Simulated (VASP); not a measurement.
System: Ca7S7Br (a cell with a defect).

```xyz
15
Lattice="0.0000 5.6332 5.6332 5.6332 0.0000 5.6332 5.6332 5.6332 0.0000" Properties=species:S:1:pos:R:3 pbc="T T T"
Br    2.7957    5.6506    5.6518
S     8.4466    5.6447    5.6147
S     5.6433    2.7599    5.6540
S     5.5961    8.4165    5.6346
S     5.6283    5.6079    2.8175
S     5.6095    5.6568    8.4498
S     2.8004    2.8181    2.7855
S     8.4177    8.4676    8.4495
Ca    5.6562    5.6749    5.6634
Ca    8.4458    2.8325    5.6410
Ca    8.4488    8.4306    5.6363
Ca    2.8193    0.0073    2.8164
Ca    2.8411    5.6485    2.8688
Ca    5.6120    8.4126    2.8134
Ca    5.6342    2.7981    2.8595
```

Base run:

| Item | Value |
| --- | --- |
| Program | VASP 6.6.1 |
| Functional | PBEsol |
| Potentials or basis | VASP PAW PBE potentials, release 64 (Br, S, Ca_sv) |
| Cutoff | 520 eV |
| k mesh | 1 × 1 × 1, shifted |
| Occupations | fermi-dirac, width 0.05 eV |
| Spin | collinear spin |
| Starting moments | [0.091, 0.091, 0.091, 0.091, 0.091, 0.091, 0.0, 0.0, 0.091, 0.091, 0.091, 0.091, 0.091, 0.0, 0.0] μB |

Its results: band gap on the k mesh 0.05 eV; pressure 1.4 GPa; net moment 0.79 μB per cell; site moments Br +0.01; S +0.09, +0.10, +0.08, +0.01 (each value once); Ca +0.00, -0.00 (each value once) μB; largest force 1.286 eV/Å.

Q: The run is repeated on the same cell with these changes: dispersion from none to D3(BJ). What comes out?

A: Band gap on the k mesh 0.05 eV; pressure -0.6 GPa; net moment 0.79 μB per cell; site moments Br +0.01; S +0.09, +0.10, +0.08, +0.01 (each value once); Ca +0.00, -0.00 (each value once) μB; largest force 1.287 eV/Å.

Dispersion adds attraction, which lowers the pressure at fixed volume and, as a term added to the energy, leaves the levels alone.

Caveats: a moment this small can come from the mesh or the smearing; the PAW data sets were made with another functional, which shifts forces and pressure a little; three body term missing (at least some runs).

A k mesh can miss the band edges.
